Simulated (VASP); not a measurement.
# Lu (Fm-3m) in VASP: a series of runs

Runs on Lu. Level: PBE. Tasks: single point, relaxation of cell and atoms.

Program: VASP 6.6.1. These are calculated values, not measurements. Logs are shortened: lines on timing, memory, paths and dates and some standing lists are left out, and cuts for length are marked.

### Step 1. The cell of the first run

It takes space group Fm-3m (No. 225, cubic). Conventional cell: a = 4.676 Å, b = 4.676 Å, c = 4.676 Å, α = 90.00°, β = 90.00°, γ = 90.00°. Lu (site symmetry m-3m) has 12 Lu at 3.31 Å within 4.3 Å.

This isn't the form of Lu at room conditions, which is hcp.

### Step 2. Single point, PBE

INCAR reads:

```
PREC = Accurate
ENCUT = 520
EDIFF = 1E-7
ISMEAR = -1
SIGMA = 0.05
LREAL = False
LASPH = True
NELM = 100
ALGO = Normal
ISIF = 2
LWAVE = False
LCHARG = False
GGA = PE
NBANDS = 18
```

KPOINTS reads:

```
regular mesh
0
Gamma
  14 14 14
```

POSCAR reads:

```
Lu
1.0
    0.0000000000      2.3377847842      2.3377847842
    2.3377847842      0.0000000000      2.3377847842
    2.3377847842      2.3377847842      0.0000000000
Lu
1
Direct
    0.0000000000      0.0000000000      0.0000000000
```

Potentials or basis: VASP PAW PBE potentials, release 64 (Lu).

Started as:

```console
cat potpaw_PBE.64/Lu/POTCAR > POTCAR
mpirun -np 1 vasp_std > vasp.out
```

OUTCAR:

```text
PREC = Accurate
   ENCUT = 520
   EDIFF = 1E-7
   ISMEAR = -1
   LREAL = False
   LASPH = True
   NELM = 100
   ISIF = 2
   GGA = PE

 ion  position               nearest neighbor table
   1  0.000  0.000  0.000-

  LATTYP: Found a face centered cubic cell.
 ALAT       =     4.6755695684

  Lattice vectors:

 A1 = (   0.0000000000,   2.3377847842,   2.3377847842)
 A2 = (   2.3377847842,   0.0000000000,   2.3377847842)
 A3 = (   2.3377847842,   2.3377847842,   0.0000000000)

Analysis of symmetry for initial positions (statically):
=====================================================================
 Subroutine PRICEL returns:
 Original cell was already a primitive cell.

 Routine SETGRP: Setting up the symmetry group for a
 face centered cubic supercell.

 Subroutine GETGRP returns: Found 48 space group operations
 (whereof 48 operations were pure point group operations)
 out of a pool of 48 trial point group operations.

The static configuration has the point symmetry O_h .

Analysis of symmetry for dynamics (positions and initial velocities):
=====================================================================
 Subroutine PRICEL returns:
 Original cell was already a primitive cell.

 Routine SETGRP: Setting up the symmetry group for a
 face centered cubic supercell.

 Subroutine GETGRP returns: Found 48 space group operations
 (whereof 48 operations were pure point group operations)
 out of a pool of 48 trial point group operations.

The dynamic configuration has the point symmetry O_h .

 Subroutine INISYM returns: Found 48 space group operations
 (whereof 48 operations are pure point group operations),
 and found     1 'primitive' translations

----------------------------------------------------------------------------------------

                                     Primitive cell

  volume of cell :      25.5531

  direct lattice vectors                    reciprocal lattice vectors
     0.000000000  2.337784784  2.337784784    -0.213877686  0.213877686  0.213877686
     2.337784784  0.000000000  2.337784784     0.213877686 -0.213877686  0.213877686
     2.337784784  2.337784784  0.000000000     0.213877686  0.213877686 -0.213877686

  length of vectors
     3.306126948  3.306126948  3.306126948     0.370447019  0.370447019  0.370447019

  position of ions in fractional coordinates (direct lattice)
     0.000000000  0.000000000  0.000000000

  ion indices of the primitive-cell ions
   primitive index   ion index
                 1           1

----------------------------------------------------------------------------------------

 KPOINTS: regular mesh

Automatic generation of k-mesh.
 Grid dimensions read from file:
 generate k-points for:   14   14   14

 Generating k-lattice:

  Cartesian coordinates                     Fractional coordinates (reciprocal lattice)
    -0.015276978  0.015276978  0.015276978     0.071428571  0.000000000  0.000000000
     0.015276978 -0.015276978  0.015276978     0.000000000  0.071428571  0.000000000
     0.015276978  0.015276978 -0.015276978     0.000000000  0.000000000  0.071428571

  Length of vectors
     0.026460501  0.026460501  0.026460501

  Shift w.r.t. Gamma in fractional coordinates (k-lattice)
     0.000000000  0.000000000  0.000000000

 Subroutine IBZKPT returns following result:
 ===========================================

 Found    104 irreducible k-points:

 Following reciprocal coordinates:
            Coordinates               Weight
  0.000000  0.000000  0.000000      1.000000
  0.071429  0.000000  0.000000      8.000000
  0.142857  0.000000  0.000000      8.000000
  0.214286  0.000000  0.000000      8.000000
  0.285714  0.000000  0.000000      8.000000
  0.357143  0.000000  0.000000      8.000000
[... 16 lines left out ...]
  0.214286  0.142857  0.000000     24.000000
  0.285714  0.142857  0.000000     24.000000
 [... further k-points ...]
   k-points           NKPTS =    104   k-points in BZ     NKDIM =    104   number of bands    NBANDS=     18
   number of dos      NEDOS =    301   number of ions     NIONS =      1
   total plane-waves  NPLWV =  21952
   dimension x,y,z NGX =    28 NGY =   28 NGZ =   28
   dimension x,y,z NGXF=    56 NGYF=   56 NGZF=   56
   ions per type =               1
   NGX,Y,Z   is equivalent  to a cutoff of  14.08, 14.08, 14.08 a.u.
   NGXF,Y,Z  is equivalent  to a cutoff of  28.16, 28.16, 28.16 a.u.
 SYSTEM =  unknown system
   PREC   = accura    normal or accurate (medium, high low for compatibility)
   ISTART =      0    job   : 0-new  1-cont  2-samecut
   ICHARG =      2    charge: 1-file 2-atom 10-const
   ISPIN  =      1    spin polarized calculation?
   LNONCOLLINEAR =      F non collinear calculations
   LSORBIT =      F    spin-orbit coupling
   LASPH  =      T    aspherical Exc in radial PAW
   ENCUT  =  520.0 eV  38.22 Ry    6.18 a.u.   6.15  6.15  6.15*2*pi/ulx,y,z
   NELM   =    100;   NELMIN=  2; NELMDL= -5     # of ELM steps
   EDIFF  = 0.1E-06   stopping-criterion for ELM
   LREAL  =      F    real-space projection
   EDIFFG = 0.1E-05   stopping-criterion for IOM
   NSW    =      0    number of steps for IOM
   IBRION =     -1    ionic relax: 0-MD 1-quasi-New 2-CG
   NFREE  =      0    steps in history (QN), initial steepest desc. (CG)
   ISIF   =      2    stress and relaxation
   ISYM   =      2    0-nonsym 1-usesym 2-fastsym
   POTIM  = 0.5000    time-step for ionic-motion
   TEBEG  =    0.0;   TEEND  =   0.0 temperature during run
   PSTRESS=    0.0 pullay stress
   NELECT =      25.0000    total number of electrons
   NUPDOWN=      -1.0000    fix difference up-down
   EMIN   =  10.00;   EMAX   =-10.00  energy-range for DOS
   EFERMI =   0.00;   METHOD = LEGACY
   ISMEAR =    -1;   SIGMA  =   0.05  broadening in eV -4-tet -1-fermi 0-gaus
   EFERMI_NEDOS =   21; number of points for ismear=-14 and -15
   IALGO  =     38    algorithm
   IMIX   =      4    mixing-type and parameters
     AMIX     =   0.40;   BMIX     =  1.00
     AMIX_MAG =   1.60;   BMIX_MAG =  1.00
  volume/ion in A,a.u.               =      25.55       172.44
  Fermi-wavevector in a.u.,A,eV,Ry     =   1.625201  3.071184 35.936755  2.641277
  Thomas-Fermi vector in A             =   2.718363
   LORBIT       =      0    0 simple, 1 ext, 2 COOP (PROOUT), +10 PAW based schemes
   GGA     = PE    functional components
   LHFCALC =     F    Hartree Fock is set to
   AEXX    =    0.0000 exact exchange contribution
   IVDW    =     0    specifies the selected vdW correction
   LEPSILON=     F    determine dielectric tensor
   LRPA    =     F    only Hartree local field effects (RPA)
 non-spin polarized calculation
  energy-cutoff  :      520.00
  volume of cell :       25.55
 maximum number of plane-waves:       701
 NGX is ok and might be reduce to    28
   NGX = 13   NGY = 13   NGZ = 13

 number of electron      25.0000005 magnetization

 Free energy of the ion-electron system (eV)
  ---------------------------------------------------
  ext. energy  EPLUGINS =         0.00000000
  ---------------------------------------------------
  free energy    TOTEN  =        -4.41574047 eV

  energy without entropy =       -4.40473601  energy(sigma->0) =       -4.41023824

 E-fermi :   2.8286     XC(G=0): -11.3057

 val. band max:        2.8280600587   @ k =  -0.3571   0.2143   0.0714
 cond. band min:       2.8324999501   @ k =  -0.2857   0.2857   0.0714
 fundamental gap:      0.0044398914
 Fermi energy:         2.8286019094

 k-point     1 :       0.0000    0.0000    0.0000
  band No.  band energies     occupation
      1     -53.1438      2.00000
      2     -23.4680      2.00000
      3     -23.4680      2.00000
      4     -23.4680      2.00000
      5      -3.5952      2.00000
      6      -2.0435      2.00000
[... 10 lines left out ...]
     17       7.9538      0.00000
     18      13.6636      0.00000

 k-point     2 :       0.0714    0.0000    0.0000
  band No.  band energies     occupation
      1     -53.1411      2.00000
      2     -23.5086      2.00000
      3     -23.4730      2.00000
      4     -23.4730      2.00000
      5      -3.4308      2.00000
      6      -2.0398      2.00000
[... 10 lines left out ...]
     17       7.8539      0.00000
     18      14.0451      0.00000

 k-point     3 :       0.1429    0.0000    0.0000
  band No.  band energies     occupation
      1     -53.1336      2.00000
      2     -23.6206      2.00000
      3     -23.4871      2.00000
      4     -23.4871      2.00000
      5      -2.9593      2.00000
      6      -2.0295      2.00000
[... 10 lines left out ...]
     17       7.6726      0.00000
     18      14.7695      0.00000

 k-point     4 :       0.2143    0.0000    0.0000
  band No.  band energies     occupation
      1     -53.1228      2.00000
      2     -23.7785      2.00000
      3     -23.5074      2.00000
      4     -23.5074      2.00000
      5      -2.2481      2.00000
      6      -2.0167      2.00000
[... 10 lines left out ...]
     17       7.7155      0.00000
     18      14.0427      0.00000

 k-point     5 :       0.2857    0.0000    0.0000
  band No.  band energies     occupation
      1     -53.1108      2.00000
      2     -23.9485      2.00000
      3     -23.5298      2.00000
      4     -23.5298      2.00000
      5      -2.0141      2.00000
      6      -1.9649      2.00000
[... 10 lines left out ...]
     17       8.1958      0.00000
     18      13.1908      0.00000

 k-point     6 :       0.3571    0.0000    0.0000
  band No.  band energies     occupation
      1     -53.0999      2.00000
      2     -24.0973      2.00000
      3     -23.5499      2.00000
      4     -23.5499      2.00000
      5      -2.0180      2.00000
      6      -1.9597      2.00000
[... 10 lines left out ...]
     17       8.9592      0.00000
     18      12.6003      0.00000

 k-point     7 :       0.4286    0.0000    0.0000
  band No.  band energies     occupation
      1     -53.0924      2.00000
      2     -24.1981      2.00000
      3     -23.5637      2.00000
      4     -23.5637      2.00000
      5      -2.0225      2.00000
      6      -1.9713      2.00000
[... 10 lines left out ...]
     17       9.6978      0.00000
     18      12.3301      0.00000

 k-point     8 :       0.5000    0.0000    0.0000
  band No.  band energies     occupation
      1     -53.0897      2.00000
      2     -24.2336      2.00000
      3     -23.5686      2.00000
      4     -23.5686      2.00000
      5      -2.0243      2.00000
      6      -1.9754      2.00000
[... 10 lines left out ...]
     17      10.0233      0.00000
     18      12.3292      0.00000
[... 229 lines left out ...]
     17       8.4015      0.00000
     18      14.0746      0.00000

 k-point    20 :      -0.1429    0.0714    0.0000
  band No.  band energies     occupation
      1     -53.1283      2.00000
      2     -23.6838      2.00000
      3     -23.5242      2.00000
      4     -23.4865      2.00000
      5      -2.6091      2.00000
      6      -2.0218      2.00000
[... 10 lines left out ...]
     17       8.0305      0.00000
     18      14.9800      0.00000

 k-point    21 :      -0.0714    0.0714    0.0000
  band No.  band energies     occupation
      1     -53.1369      2.00000
      2     -23.5643      2.00000
      3     -23.4961      2.00000
      4     -23.4747      2.00000
      5      -3.1637      2.00000
      6      -2.0338      2.00000
[... 10 lines left out ...]
     17       7.9395      0.00000
     18      14.6260      0.00000

 k-point    22 :       0.1429    0.1429    0.0000
  band No.  band energies     occupation
      1     -53.1303      2.00000
      2     -23.6168      2.00000
      3     -23.5203      2.00000
      4     -23.5203      2.00000
      5      -2.7477      2.00000
      6      -2.0236      2.00000
[... 10 lines left out ...]
     17       8.2863      0.00000
     18      15.5420      0.00000

 k-point    23 :       0.2143    0.1429    0.0000
  band No.  band energies     occupation
      1     -53.1222      2.00000
      2     -23.7192      2.00000
      3     -23.5462      2.00000
      4     -23.5401      2.00000
      5      -2.2174      2.00000
      6      -2.0111      2.00000
[... 10 lines left out ...]
     17       8.4506      0.00000
     18      15.8805      0.00000

 k-point    24 :       0.2857    0.1429    0.0000
  band No.  band energies     occupation
      1     -53.1117      2.00000
      2     -23.8584      2.00000
      3     -23.5716      2.00000
      4     -23.5640      2.00000
      5      -1.9994      2.00000
      6      -1.9720      2.00000
[... 10 lines left out ...]
     17       8.7939      0.00000
     18      14.9157      0.00000

 [... further k-points ...]

------------------------ aborting loop because EDIFF is reached ----------------------------------------

  FORCE on cell =-STRESS in cart. coord.  units (eV):
  Direction    XX          YY          ZZ          XY          YZ          ZX
  --------------------------------------------------------------------------------------
  -------------------------------------------------------------------------------------
  Total        1.0960147      1.0960147      1.0960147     -0.0000000     -0.0000000      0.0000000
  in kB       68.7200387     68.7200387     68.7200387     -0.0000000     -0.0000000      0.0000000
  external PRESSURE =      68.7200387 kB  Pullay stress =       0.0000000 kB

 VOLUME and BASIS-vectors are now :
 -----------------------------------------------------------------------------
  energy-cutoff  :      520.00
  volume of cell :       25.55
      direct lattice vectors                 reciprocal lattice vectors
     0.000000000  2.337784784  2.337784784    -0.213877686  0.213877686  0.213877686
     2.337784784  0.000000000  2.337784784     0.213877686 -0.213877686  0.213877686
     2.337784784  2.337784784  0.000000000     0.213877686  0.213877686 -0.213877686

 POSITION                                       TOTAL-FORCE (eV/Angst)
 -----------------------------------------------------------------------------------
      0.00000      0.00000      0.00000        -0.000000     -0.000000     -0.000000
 -----------------------------------------------------------------------------------
    total drift:                               -0.000000     -0.000000     -0.000000

  FREE ENERGIE OF THE ION-ELECTRON SYSTEM (eV)
  ---------------------------------------------------
  free  energy   TOTEN  =        -4.4157404653 eV

  energy  without entropy=       -4.4047360121  energy(sigma->0) =       -4.41023824
```

Run time: 92 s. Hardware: 1 thread of AMD EPYC 7R13, shared host; peak memory 0.2 GiB.

What came out:

```yaml
Free_energy: -4.4157 eV
Pressure: 6.9 GPa
Band_gap_on_the_k_mesh: zero (an odd number of electrons rules out a gap without spin polarisation)
```

Caveat: the cell stands under pressure; spin-orbit coupling is left out, which moves the levels of the heavy elements.

### Step 3. Single point, PBE

INCAR reads:

```
SYSTEM = Lu
PREC     = Accurate       ! precision mode
ENCUT    = 520            ! plane-wave cutoff, eV
EDIFF    = 1E-7           ! SCF threshold, eV
ISMEAR   = -1             ! smearing method
SIGMA    = 0.05           ! smearing width, eV
LREAL    = .FALSE.        ! projectors in reciprocal space
LASPH    = .TRUE.         ! aspherical terms in the spheres
NELM     = 60             ! most SCF steps
ALGO     = Normal         ! electronic algorithm
ISIF     = 2              ! what is computed and relaxed
LWAVE    = .FALSE.        ! write WAVECAR
LCHARG   = .FALSE.        ! write CHGCAR
GGA      = PE             ! functional
NBANDS   = 18             ! bands
```

KPOINTS reads:

```
regular mesh
0
G
  14 14 14
  0 0 0
```

POSCAR is that of step 2.

Potentials or basis: VASP PAW PBE potentials, release 64 (Lu).

Started as:

```console
cat potpaw_PBE.64/Lu/POTCAR > POTCAR
mpirun -np 1 vasp_std > vasp.out
```

It took 99 s on 1 thread of AMD EPYC 7R13, shared host; peak memory 0.2 GiB.

It converged, with:

```
Free energy            : -4.4157 eV
Pressure               : 6.9 GPa
Band gap on the k mesh : zero (an odd number of electrons rules out a gap without spin polarisation)
```

Levels at points of the mesh, in eV from the Fermi level:
| k point | band 10 | band 11 | band 12 | band 13 | band 14 | band 15 |
| --- | --- | --- | --- | --- | --- | --- |
| (0.00, 0.00, 0.00) | -4.69 | -4.69 | -4.69 | 2.36 | 2.36 | 2.36 |
| (0.50, 0.00, 0.00) | -4.72 | -4.69 | -2.82 | 0.71 | 2.10 | 2.10 |
| (0.50, 0.50, 0.00) | -4.73 | -4.73 | -2.40 | -1.13 | 2.54 | 7.22 |

Caveat: the cell stands under pressure; spin-orbit coupling is left out, which moves the levels of the heavy elements.

### Step 4. Relaxation of cell and atoms, PBE, target pressure 6.6 GPa, at which the enthalpy is minimised

INCAR reads:

```
SYSTEM = Lu
ALGO     = Normal         ! electronic algorithm
EDIFF    = 1E-6           ! SCF threshold, eV
EDIFFG   = -0.005         ! ionic threshold
ENCUT    = 600            ! plane-wave cutoff, eV
GGA      = PE             ! functional
IBRION   = 2              ! ionic algorithm
ISIF     = 3              ! what is computed and relaxed
ISMEAR   = -1             ! smearing method
LASPH    = .TRUE.         ! aspherical terms in the spheres
LCHARG   = .FALSE.        ! write CHGCAR
LREAL    = .FALSE.        ! projectors in reciprocal space
LWAVE    = .FALSE.        ! write WAVECAR
NELM     = 60             ! most SCF steps
NSW      = 60             ! ionic steps
PREC     = Accurate       ! precision mode
PSTRESS  = 66.0         
SIGMA    = 0.05           ! smearing width, eV
```

KPOINTS reads:

```
k-points
0
G
  14 14 14
  0 0 0
```

POSCAR is that of step 3.

Started as:

```console
cat potpaw_PBE.64/Lu/POTCAR > POTCAR
mpirun -np 1 vasp_std > vasp.out
```

Wall time 15 min (1 thread of AMD EPYC 7R13, shared host); peak memory 0.21 GiB.

The run converged. Its results:

| Quantity | Value |
| --- | --- |
| Free energy | -4.4214 eV |
| Relaxed volume | 25.68 Å³/atom |
| Relaxed cell | a = 3.311 Å, b = 3.311 Å, c = 3.311 Å, α = 60.00°, β = 60.00°, γ = 60.00° |
| Space group after relaxing (to 0.1 Å) | Fm-3m (No. 225) |
| Energy change on relaxing (the run minimises the enthalpy) | -5.2 meV/atom |
| Ionic steps | 17 |
| Pressure after relaxing | 6.6 GPa |
| Band gap on the k mesh | zero (an odd number of electrons rules out a gap without spin polarisation) |

Step by step:
```tsv
step	energy change (eV)	largest force (eV/Å)	pressure (GPa)	volume (Å³)
1	0.0000	0.0000	7.04	25.55
2	-0.0107	0.0000	6.28	25.81
3	-0.0051	0.0000	6.67	25.67
4	-0.0061	0.0000	6.72	25.70
5	-0.0084	0.0000	6.41	25.75
6	-0.0070	0.0000	6.47	25.72
7	-0.0065	0.0000	6.47	25.71
8	-0.0063	0.0000	6.55	25.70
9	-0.0053	0.0000	6.49	25.68
10	-0.0022	0.0000	6.84	25.60
11	-0.0043	0.0000	6.66	25.65
12	-0.0046	0.0000	6.73	25.66
13	-0.0050	0.0000	6.71	25.67
14	-0.0051	0.0000	6.74	25.67
15	-0.0052	0.0000	6.66	25.68
16	-0.0052	0.0000	6.66	25.68
17	-0.0052	0.0000	6.63	25.68
```

Final structure:
```
Lu
1.0
     0.00000    2.34156    2.34156
     2.34156    0.00000    2.34156
     2.34156    2.34156    0.00000
Lu
1
Direct
  0.00000 0.00000 0.00000
```

Levels at points of the mesh, in eV from the Fermi level:
| k point | band 9 | band 10 | band 11 | band 12 | band 13 | band 14 | band 15 | band 16 |
| --- | --- | --- | --- | --- | --- | --- | --- | --- |
| (0.00, 0.00, 0.00) | -4.81 | -4.70 | -4.70 | -4.70 | 2.36 | 2.36 | 2.36 | 5.11 |
| (0.50, 0.00, 0.00) | -4.72 | -4.72 | -4.69 | -2.81 | 0.70 | 2.10 | 2.10 | 7.16 |
| (0.50, 0.50, 0.00) | -4.74 | -4.74 | -4.73 | -2.39 | -1.12 | 2.51 | 7.19 | 7.78 |

Caveat: the cell is relaxed towards a set pressure, so the run minimises the enthalpy, not the energy; spin-orbit coupling is left out, which moves the levels of the heavy elements.
